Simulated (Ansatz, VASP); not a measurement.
Two plane-wave programs on Au

The input INCAR:

```
SYSTEM = Au
PREC     = Accurate       ! precision mode
ENCUT    = 500            ! plane-wave cutoff, eV
EDIFF    = 1E-6           ! SCF threshold, eV
ISMEAR   = -1             ! smearing method
SIGMA    = 0.08           ! smearing width, eV
LREAL    = .FALSE.        ! projectors in reciprocal space
LASPH    = .TRUE.         ! aspherical terms in the spheres
NELM     = 120            ! most SCF steps
ALGO     = Normal         ! electronic algorithm
ISIF     = 2              ! what is computed and relaxed
LWAVE    = .FALSE.        ! write WAVECAR
LCHARG   = .FALSE.        ! write CHGCAR
GGA      = CA             ! functional
NBANDS   = 18             ! bands
GGA_COMPAT= .FALSE.
```

File KPOINTS:

```
regular mesh
0
G
  15 15 8
  0 0 0
```

File POSCAR:

```
Au
1.0
    2.6463621665      0.0000000000      0.0000000000
   -1.3231810833      2.2918168638      0.0000000000
    0.0000000000      0.0000000000      4.3781208517
Au
2
Direct
    0.3333333333      0.6666666667      0.2500000000
    0.6666666667      0.3333333333      0.7500000000
```

Input for Ansatz:

```yaml
crystal:
  lattice:
    - [2.6463621665, 0.0, 0.0]
    - [-1.3231810833, 2.2918168638, 0.0]
    - [0.0, 0.0, 4.3781208517]
  atoms:
    - { symbol: Au, position: [0.3333333333, 0.6666666667, 0.25] }
    - { symbol: Au, position: [0.6666666667, 0.3333333333, 0.75] }
kpoints:
  mp_grid: { grid: [15, 15, 8] }
scf:
  occupations: { method: fermi_dirac, width: 0.08 }
hamiltonian:
  xc: lda
  pseudopotentials: { kind: paw }
output:
  forces: true
  stress: true
  eigenvalues: true
  populations: true
```

Change from the starting cell: volume scaled by 0.8, PAW files.

Alike in both runs: task single point; functional LDA; k mesh 15 × 15 × 8; occupations fermi-dirac, width 0.08 eV; no spin polarisation.

|  | VASP | Ansatz |
| --- | --- | --- |
| version | VASP 6.6.1 | Ansatz 0.2.0 |
| potentials or method | VASP PAW LDA potentials, release 64 (Au) | PAW with Ansatz's default frozen-core files, scalar-relativistic |
| plane-wave cutoff (eV) | 500 | 420 |
| valence electrons in the cell | 22 | 38 |

```csv
,VASP,Ansatz,Ansatz less VASP
pressure (GPa),81.6,80.1,-1.44
"traceless stress, the component that is largest in VASP (GPa)",-0.11,-0.02,+0.087
```

LDA's correlation is that of Perdew and Zunger in VASP and of Perdew and Wang (1992) in Ansatz. Both programs put the cell under a high pressure, so it lies far from rest at this level. VASP's potentials hold 22 valence electrons a cell and Ansatz's 38, so a difference there can come from the potentials and not from the codes.

Spin-orbit coupling is off throughout. Noted on VASP's run: the cell as given lies far from equilibrium.
